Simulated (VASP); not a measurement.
Input of a VASP 6.6.1 run:

Contents of INCAR:

```
  ALGO = Normal
  EDIFF = 1E-7
  ENCUT = 520
  GGA = PE
  ISIF = 2
  ISMEAR = 0
  LASPH = T
  LCHARG = F
  LREAL = F
  LWAVE = F
  NBANDS = 34
  NELM = 100
  PREC = Accurate
  SIGMA = 0.1
```

Contents of KPOINTS:

```
k-points
0
Gamma
  10 10 10
```

File POSCAR:

```
Ga2GeSe2
1.0
   -2.6052199141      2.6052199141      4.0234134816
    2.6052199141     -2.6052199141      4.0234134816
    2.6052199141      2.6052199141     -4.0234134816
Ga Ge Se
2 1 2
Direct
    0.3444885296      0.3444885296      0.0000000000
    0.6555114704      0.6555114704      0.0000000000
    0.0000000000      0.0000000000      0.0000000000
    0.7500000000      0.2500000000      0.5000000000
    0.2500000000      0.7500000000      0.5000000000
```

Potentials or basis: VASP PAW PBE potentials, release 64 (Ga_d, Ge_d, Se).

Launch:

```console
$ cat potpaw_PBE.64/Ga_d/POTCAR potpaw_PBE.64/Ge_d/POTCAR potpaw_PBE.64/Se/POTCAR > POTCAR
$ mpirun -np 1 vasp_std > vasp.out
```

Q: Estimate the band gap on the k mesh.

A: Zero (bands 26 and 27 overlap by 1.61 eV).

Q: Estimate the pressure.

A: 0.1 GPa.

Forces in eV/Å, atoms in the order of the input:
```
Ga   0.000  0.000  0.002
Ga   0.000  0.000 -0.002
Ge   0.000  0.000  0.000
Se   0.000  0.000  0.000
Se   0.000  0.000  0.000
```
